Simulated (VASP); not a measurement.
# TePb (F-43m) in VASP: a series of runs

TePb is run at these levels: PBE, LDA, PBEsol; tasks: single point.

Program: VASP 6.6.1. These are calculated values, not measurements. Logs are shortened: lines on timing, memory, paths and dates and some standing lists are left out, and cuts for length are marked.

### 1 The cell of the first run

The structure is cubic, space group F-43m (No. 216). The conventional cell has a = 7.283 Å, b = 7.283 Å, c = 7.283 Å, α = 90.00°, β = 90.00°, γ = 90.00°. Pb (site symmetry -43m) has 4 Te at 3.15 Å within 4.1 Å. Te (site symmetry -43m) has 4 Pb at 3.15 Å within 4.1 Å.

### 2 Single point, PBE

Contents of INCAR:

```
ALGO = Normal
EDIFF = 1E-6
ENCUT = 520
GGA = PE
ISIF = 2
ISMEAR = 0
LASPH = T
LCHARG = T
LELF = T
LREAL = F
LVHAR = T
LWAVE = F
NBANDS = 17
NELM = 80
PREC = Accurate
SIGMA = 0.01
```

Contents of KPOINTS:

```
k-points
0
Gamma
  4 4 4
```

Contents of POSCAR:

```
TePb
1.0
    0.0000000000      3.6414940711      3.6414940711
    3.6414940711      0.0000000000      3.6414940711
    3.6414940711      3.6414940711      0.0000000000
Pb Te
1 1
Direct
    0.0000000000      0.0000000000      0.0000000000
    0.2500000000      0.2500000000      0.2500000000
```

Potentials or basis: VASP PAW PBE potentials, release 64 (Pb_d, Te).

Command:

```sh
> cat potpaw_PBE.64/Pb_d/POTCAR potpaw_PBE.64/Te/POTCAR > POTCAR
> mpirun -np 1 vasp_std > vasp.out
```

OUTCAR:

```text
EDIFF = 1E-6
   ENCUT = 520
   GGA = PE
   ISIF = 2
   ISMEAR = 0
   LASPH = T
   LREAL = F
   NELM = 80
   PREC = Accurate

 ion  position               nearest neighbor table
   1  0.000  0.000  0.000-   2 3.15   2 3.15   2 3.15   2 3.15
   2  0.250  0.250  0.250-   1 3.15   1 3.15   1 3.15   1 3.15

  LATTYP: Found a face centered cubic cell.
 ALAT       =     7.2829881422

  Lattice vectors:

 A1 = (   0.0000000000,   3.6414940711,   3.6414940711)
 A2 = (   3.6414940711,   0.0000000000,   3.6414940711)
 A3 = (   3.6414940711,   3.6414940711,   0.0000000000)

Analysis of symmetry for initial positions (statically):
=====================================================================
 Subroutine PRICEL returns:
 Original cell was already a primitive cell.

 Routine SETGRP: Setting up the symmetry group for a
 face centered cubic supercell.

 Subroutine GETGRP returns: Found 24 space group operations
 (whereof 24 operations were pure point group operations)
 out of a pool of 48 trial point group operations.

The static configuration has the point symmetry T_d .

Analysis of symmetry for dynamics (positions and initial velocities):
=====================================================================
 Subroutine PRICEL returns:
 Original cell was already a primitive cell.

 Routine SETGRP: Setting up the symmetry group for a
 face centered cubic supercell.

 Subroutine GETGRP returns: Found 24 space group operations
 (whereof 24 operations were pure point group operations)
 out of a pool of 48 trial point group operations.

The dynamic configuration has the point symmetry T_d .

 Subroutine INISYM returns: Found 24 space group operations
 (whereof 24 operations are pure point group operations),
 and found     1 'primitive' translations

----------------------------------------------------------------------------------------

                                     Primitive cell

  volume of cell :      96.5759

  direct lattice vectors                    reciprocal lattice vectors
     0.000000000  3.641494071  3.641494071    -0.137306279  0.137306279  0.137306279
     3.641494071  0.000000000  3.641494071     0.137306279 -0.137306279  0.137306279
     3.641494071  3.641494071  0.000000000     0.137306279  0.137306279 -0.137306279

  length of vectors
     5.149850303  5.149850303  5.149850303     0.237821451  0.237821451  0.237821451

  position of ions in fractional coordinates (direct lattice)
     0.000000000  0.000000000  0.000000000
     0.250000000  0.250000000  0.250000000

  ion indices of the primitive-cell ions
   primitive index   ion index
                 1           1
                 2           2

----------------------------------------------------------------------------------------

 KPOINTS: k-points

Automatic generation of k-mesh.
 Grid dimensions read from file:
 generate k-points for:    4    4    4

 Generating k-lattice:

  Cartesian coordinates                     Fractional coordinates (reciprocal lattice)
    -0.034326570  0.034326570  0.034326570     0.250000000  0.000000000  0.000000000
     0.034326570 -0.034326570  0.034326570     0.000000000  0.250000000  0.000000000
     0.034326570  0.034326570 -0.034326570     0.000000000  0.000000000  0.250000000

  Length of vectors
     0.059455363  0.059455363  0.059455363

  Shift w.r.t. Gamma in fractional coordinates (k-lattice)
     0.000000000  0.000000000  0.000000000

 Subroutine IBZKPT returns following result:
 ===========================================

 Found      8 irreducible k-points:

 Following reciprocal coordinates:
            Coordinates               Weight
  0.000000  0.000000  0.000000      1.000000
  0.250000  0.000000  0.000000      8.000000
  0.500000  0.000000  0.000000      4.000000
  0.250000  0.250000  0.000000      6.000000
  0.500000  0.250000  0.000000     24.000000
 -0.250000  0.250000  0.000000     12.000000
  0.500000  0.500000  0.000000      3.000000
 -0.250000  0.500000  0.250000      6.000000
   k-points           NKPTS =      8   k-points in BZ     NKDIM =      8   number of bands    NBANDS=     17
   number of dos      NEDOS =    301   number of ions     NIONS =      2
   total plane-waves  NPLWV =  64000
   dimension x,y,z NGX =    40 NGY =   40 NGZ =   40
   dimension x,y,z NGXF=    80 NGYF=   80 NGZF=   80
   ions per type =               1   1
   NGX,Y,Z   is equivalent  to a cutoff of  12.91, 12.91, 12.91 a.u.
   NGXF,Y,Z  is equivalent  to a cutoff of  25.83, 25.83, 25.83 a.u.
 SYSTEM =  unknown system
   PREC   = accura    normal or accurate (medium, high low for compatibility)
   ISTART =      0    job   : 0-new  1-cont  2-samecut
   ICHARG =      2    charge: 1-file 2-atom 10-const
   ISPIN  =      1    spin polarized calculation?
   LNONCOLLINEAR =      F non collinear calculations
   LSORBIT =      F    spin-orbit coupling
   LASPH  =      T    aspherical Exc in radial PAW
   ENCUT  =  520.0 eV  38.22 Ry    6.18 a.u.   9.58  9.58  9.58*2*pi/ulx,y,z
   NELM   =     80;   NELMIN=  2; NELMDL= -5     # of ELM steps
   EDIFF  = 0.1E-05   stopping-criterion for ELM
   LREAL  =      F    real-space projection
   EDIFFG = 0.1E-04   stopping-criterion for IOM
   NSW    =      0    number of steps for IOM
   IBRION =     -1    ionic relax: 0-MD 1-quasi-New 2-CG
   NFREE  =      0    steps in history (QN), initial steepest desc. (CG)
   ISIF   =      2    stress and relaxation
   ISYM   =      2    0-nonsym 1-usesym 2-fastsym
   POTIM  = 0.5000    time-step for ionic-motion
   TEBEG  =    0.0;   TEEND  =   0.0 temperature during run
   PSTRESS=    0.0 pullay stress
   NELECT =      20.0000    total number of electrons
   NUPDOWN=      -1.0000    fix difference up-down
   EMIN   =  10.00;   EMAX   =-10.00  energy-range for DOS
   EFERMI =   0.00;   METHOD = LEGACY
   ISMEAR =     0;   SIGMA  =   0.01  broadening in eV -4-tet -1-fermi 0-gaus
   EFERMI_NEDOS =   21; number of points for ismear=-14 and -15
   IALGO  =     38    algorithm
   IMIX   =      4    mixing-type and parameters
     AMIX     =   0.40;   BMIX     =  1.00
     AMIX_MAG =   1.60;   BMIX_MAG =  1.00
  volume/ion in A,a.u.               =      48.29       325.86
  Fermi-wavevector in a.u.,A,eV,Ry     =   0.968565  1.830322 12.763860  0.938117
  Thomas-Fermi vector in A             =   2.098544
   LORBIT       =      0    0 simple, 1 ext, 2 COOP (PROOUT), +10 PAW based schemes
   GGA     = PE    functional components
   LHFCALC =     F    Hartree Fock is set to
   AEXX    =    0.0000 exact exchange contribution
   IVDW    =     0    specifies the selected vdW correction
   LEPSILON=     F    determine dielectric tensor
   LRPA    =     F    only Hartree local field effects (RPA)
 non-spin polarized calculation
 Gauss-broadening in eV      SIGMA  =   0.01
  energy-cutoff  :      520.00
  volume of cell :       96.58
 maximum number of plane-waves:      2637
 NGX is ok and might be reduce to    40
   NGX = 19   NGY = 19   NGZ = 19

 number of electron      20.0000000 magnetization

 Free energy of the ion-electron system (eV)
  ---------------------------------------------------
  ext. energy  EPLUGINS =         0.00000000
  ---------------------------------------------------
  free energy    TOTEN  =        -7.15061360 eV

  energy without entropy =       -7.15061360  energy(sigma->0) =       -7.15061360

 E-fermi :   2.8747     XC(G=0):  -7.4501

 val. band max:        2.7954796991   @ k =  -0.2500   0.5000   0.2500
 cond. band min:       3.3840353767   @ k =   0.5000   0.5000   0.0000
 fundamental gap:      0.5885556776
 Fermi energy:         2.8747237848

 k-point     1 :       0.0000    0.0000    0.0000
  band No.  band energies     occupation
      1     -14.1517      2.00000
      2     -14.1517      2.00000
      3     -14.1517      2.00000
      4     -14.1282      2.00000
      5     -14.1282      2.00000
      6      -8.5934      2.00000
      7      -3.4395      2.00000
      8       1.3361      2.00000
      9       1.3361      2.00000
     10       1.3361      2.00000
     11       4.3176      0.00000
     12       4.3176      0.00000
     13       4.3176      0.00000
     14       6.9004      0.00000
     15       9.8499      0.00000
     16       9.8499      0.00000
     17      10.7462      0.00000

 k-point     2 :       0.2500    0.0000    0.0000
  band No.  band energies     occupation
      1     -14.1563      2.00000
      2     -14.1493      2.00000
      3     -14.1493      2.00000
      4     -14.1280      2.00000
      5     -14.1280      2.00000
      6      -8.2935      2.00000
      7      -4.2391      2.00000
      8       1.0251      2.00000
      9       1.0251      2.00000
     10       1.1451      2.00000
     11       4.8140      0.00000
     12       4.8140      0.00000
     13       4.9421      0.00000
     14       8.3292      0.00000
     15       9.2032      0.00000
     16       9.2032      0.00000
     17      10.2725      0.00000

 k-point     3 :       0.5000    0.0000    0.0000
  band No.  band energies     occupation
      1     -14.1609      2.00000
      2     -14.1472      2.00000
      3     -14.1472      2.00000
      4     -14.1275      2.00000
      5     -14.1275      2.00000
      6      -7.8835      2.00000
      7      -5.0602      2.00000
      8       0.7835      2.00000
      9       0.7835      2.00000
     10       0.8600      2.00000
     11       5.1295      0.00000
     12       5.1295      0.00000
     13       6.5134      0.00000
     14       8.5975      0.00000
     15       9.6362      0.00000
     16      10.1268      0.00000
     17      10.1268      0.00000

 k-point     4 :       0.2500    0.2500    0.0000
  band No.  band energies     occupation
      1     -14.1608      2.00000
      2     -14.1467      2.00000
      3     -14.1467      2.00000
      4     -14.1296      2.00000
      5     -14.1268      2.00000
      6      -8.1812      2.00000
      7      -4.4625      2.00000
      8       0.6027      2.00000
      9       0.6027      2.00000
     10       2.0180      2.00000
     11       3.6182      0.00000
     12       5.6699      0.00000
     13       5.6699      0.00000
     14       7.8435      0.00000
     15       9.1692      0.00000
     16      10.3676      0.00000
     17      12.0021      0.00000

 k-point     5 :       0.5000    0.2500    0.0000
  band No.  band energies     occupation
      1     -14.1646      2.00000
      2     -14.1450      2.00000
      3     -14.1443      2.00000
      4     -14.1295      2.00000
      5     -14.1266      2.00000
      6      -7.7279      2.00000
      7      -5.2684      2.00000
      8      -0.0909      2.00000
      9       0.4088      2.00000
     10       2.2221      2.00000
     11       4.3401      0.00000
     12       6.0985      0.00000
     13       6.1370      0.00000
     14       8.5043      0.00000
     15       9.7574      0.00000
     16      10.4087      0.00000
     17      11.0796      0.00000

 k-point     6 :      -0.2500    0.2500    0.0000
  band No.  band energies     occupation
      1     -14.1613      2.00000
      2     -14.1465      2.00000
      3     -14.1464      2.00000
      4     -14.1281      2.00000
      5     -14.1278      2.00000
      6      -7.8979      2.00000
      7      -4.9955      2.00000
      8      -0.0916      2.00000
      9       0.7660      2.00000
     10       1.9986      2.00000
     11       5.0031      0.00000
     12       5.3462      0.00000
     13       5.6489      0.00000
     14       8.8667      0.00000
     15       8.9476      0.00000
     16      10.0216      0.00000
     17      11.0859      0.00000

 k-point     7 :       0.5000    0.5000    0.0000
  band No.  band energies     occupation
      1     -14.1696      2.00000
      2     -14.1417      2.00000
      3     -14.1417      2.00000
      4     -14.1313      2.00000
      5     -14.1254      2.00000
      6      -7.5261      2.00000
      7      -5.5643      2.00000
      8       0.1108      2.00000
      9       0.1108      2.00000
     10       2.1956      2.00000
     11       3.3840      0.00000
     12       7.1851      0.00000
     13       7.1851      0.00000
     14       8.4516      0.00000
     15       9.7888      0.00000
     16      11.3694      0.00000
     17      11.4680      0.00000

 k-point     8 :      -0.2500    0.5000    0.2500
  band No.  band energies     occupation
      1     -14.1659      2.00000
      2     -14.1455      2.00000
      3     -14.1419      2.00000
      4     -14.1296      2.00000
      5     -14.1268      2.00000
      6      -7.5221      2.00000
      7      -5.5565      2.00000
      8      -0.1340      2.00000
      9      -0.0667      2.00000
     10       2.7955      2.00000
     11       4.6471      0.00000
     12       5.4862      0.00000
     13       6.4782      0.00000
     14       8.5182      0.00000
     15       9.6990      0.00000
     16      10.9912      0.00000
     17      11.1678      0.00000

------------------------ aborting loop because EDIFF is reached ----------------------------------------

  FORCE on cell =-STRESS in cart. coord.  units (eV):
  Direction    XX          YY          ZZ          XY          YZ          ZX
  --------------------------------------------------------------------------------------
  -------------------------------------------------------------------------------------
  Total        0.2746138      0.2746138      0.2746138      0.0000000     -0.0000000      0.0000000
  in kB        4.5557941      4.5557941      4.5557941      0.0000000     -0.0000000      0.0000000
  external PRESSURE =       4.5557941 kB  Pullay stress =       0.0000000 kB

 VOLUME and BASIS-vectors are now :
 -----------------------------------------------------------------------------
  energy-cutoff  :      520.00
  volume of cell :       96.58
      direct lattice vectors                 reciprocal lattice vectors
     0.000000000  3.641494071  3.641494071    -0.137306279  0.137306279  0.137306279
     3.641494071  0.000000000  3.641494071     0.137306279 -0.137306279  0.137306279
     3.641494071  3.641494071  0.000000000     0.137306279  0.137306279 -0.137306279

 POSITION                                       TOTAL-FORCE (eV/Angst)
 -----------------------------------------------------------------------------------
      0.00000      0.00000      0.00000         0.000000      0.000000      0.000000
      1.82075      1.82075      1.82075        -0.000000     -0.000000     -0.000000
 -----------------------------------------------------------------------------------
    total drift:                                0.000000      0.000000      0.000000

  FREE ENERGIE OF THE ION-ELECTRON SYSTEM (eV)
  ---------------------------------------------------
  free  energy   TOTEN  =        -7.1506135964 eV

  energy  without entropy=       -7.1506135964  energy(sigma->0) =       -7.15061360
```

Wall time 17 s (1 thread of Intel Xeon 6975P-C (Granite Rapids), shared host); peak memory 0.23 GiB.

Results:

* Free energy: -7.1506 eV
* Pressure: 0.5 GPa
* Band gap on the k mesh: 0.59 eV, indirect (least direct gap 1.19 eV)

Caveat: spin-orbit coupling is left out, which moves the levels of the heavy elements.

(Continued in part 2 of 2.)
